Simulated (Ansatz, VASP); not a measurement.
**Two plane-wave programs on HfTeH**

```
Hf H Te
1.0
     3.57008    0.00000    0.00000
     0.00000    3.57008    0.00000
     0.00000    0.00000    8.18267
Hf H Te
2 2 2
Direct
  0.00000 0.50000 0.14451
  0.50000 0.00000 0.85549
  0.00000 0.00000 0.00000
  0.50000 0.50000 0.00000
  0.00000 0.50000 0.67786
  0.50000 0.00000 0.32214
```

Alike in both runs: functional r2SCAN; k mesh 9 × 9 × 4; no spin polarisation.

Ansatz relaxed the structure, and its values are those at the end. VASP's run is a single point on that final structure, the one shown.

```csv
,VASP,Ansatz
version,VASP 6.6.1,Ansatz 0.2.0
potentials or method,"VASP PAW PBE potentials, release 64 (Hf_pv, H, Te), cutoff 520 eV",PAW plane waves
occupations,"fermi-dirac, width 0.1 eV",fermi-dirac
valence electrons in the cell,34,86
```

```tsv
	VASP	Ansatz	Ansatz less VASP
pressure (GPa)	1.2	1.6	+0.44
rms of the force components (eV/Å)	0.010	0.002	-0.0074
```

VASP's potentials were made for PBE, not for r2SCAN. VASP's potentials hold 34 valence electrons a cell and Ansatz's 86, so a difference there can come from the potentials and not from the codes. Ansatz's warnings: stress scf threshold loose.

Neither program's run includes spin-orbit coupling.
